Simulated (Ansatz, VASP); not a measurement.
Given: the input of a run of Ansatz 0.2.0 on CuAu.

input.yaml

```yaml
crystal:
  lattice:
    - [1.4430568479, 0.8331492596, 4.2561707609]
    - [-1.4430568479, 0.8331492596, 4.2561707609]
    - [0.0, -1.6662985192, 4.2561707609]
  atoms:
    - { symbol: Au, position: [0.0, 0.0, 0.0] }
    - { symbol: Cu, position: [0.5, 0.5, 0.5] }
hamiltonian:
  xc: r2scan
  pseudopotentials: { kind: paw }
kpoints:
  mp_grid: { grid: [11, 11, 11] }
scf:
  occupations: { method: fermi_dirac, width: 0.05 }
output:
  forces: true
  stress: true
  eigenvalues: true
```

Potentials or basis: Ansatz PAW.

Run with:

```console
$ ansatz run input.yaml --threads 1 --pin off --max-ram 3584MiB --backend cpu --events-out ev --progress --plain --runs-dir out
```

**Question.** Set up the same calculation for VASP 6.6.1. Potentials there: VASP PAW PBE potentials, release 64 (Au, Cu).

**Answer.** As run (the cutoff follows the program's own potentials):

The input POSCAR:

```
CuAu
1.0
    1.4430568479      0.8331492596      4.2561707609
   -1.4430568479      0.8331492596      4.2561707609
    0.0000000000     -1.6662985192      4.2561707609
Au Cu
1 1
Direct
    0.0000000000      0.0000000000      0.0000000000
    0.5000000000      0.5000000000      0.5000000000
```

Contents of INCAR.step1:

```
SYSTEM = CuAu
  PREC = Accurate
  ENCUT = 520
  ISMEAR = -1
  SIGMA = 0.05
  LREAL = .FALSE.
  LASPH = .TRUE.
  NELM = 60
  NBANDS = 18
  GGA = PE
  ALGO = Normal
  EDIFF = 1E-4
  LWAVE = .TRUE.
  LCHARG = .FALSE.
```

File INCAR.step2:

```
SYSTEM = CuAu
  PREC = Accurate
  ENCUT = 520
  EDIFF = 1E-7
  ISMEAR = -1
  SIGMA = 0.05
  LREAL = .FALSE.
  LASPH = .TRUE.
  NELM = 60
  ALGO = Normal
  ISIF = 2
  LWAVE = .FALSE.
  LCHARG = .FALSE.
  METAGGA = R2SCAN
  LMIXTAU = .TRUE.
  NBANDS = 18
  ISTART = 1
```

The input KPOINTS:

```
Automatic mesh
0
G
  11 11 11
  0 0 0
```

Potentials or basis: VASP PAW PBE potentials, release 64 (Au, Cu).

The run is started by

```sh
$ cat potpaw_PBE.64/Au/POTCAR potpaw_PBE.64/Cu/POTCAR > POTCAR
$ cp INCAR.step1 INCAR
$ mpirun -np 1 vasp_std > vasp.out
$ cp INCAR.step2 INCAR
$ mpirun -np 1 vasp_std > vasp.out
```

Both were run:

|  | VASP | Ansatz | Ansatz less VASP |
| --- | --- | --- | --- |
| gap on the k mesh at the Fermi level (eV) | none | none | - |
| pressure (GPa) | -4.4 | -4.7 | -0.35 |
| traceless stress, the component that is largest in VASP (GPa) | 0.37 | 0.31 | -0.066 |

VASP's potentials were made for PBE, not for r2SCAN. A gap of «none» marks a metal or a gap that the smearing closes. VASP's potentials hold 22 valence electrons a cell and Ansatz's 38, so a difference there can come from the potentials and not from the codes.

Spin-orbit coupling is off throughout.
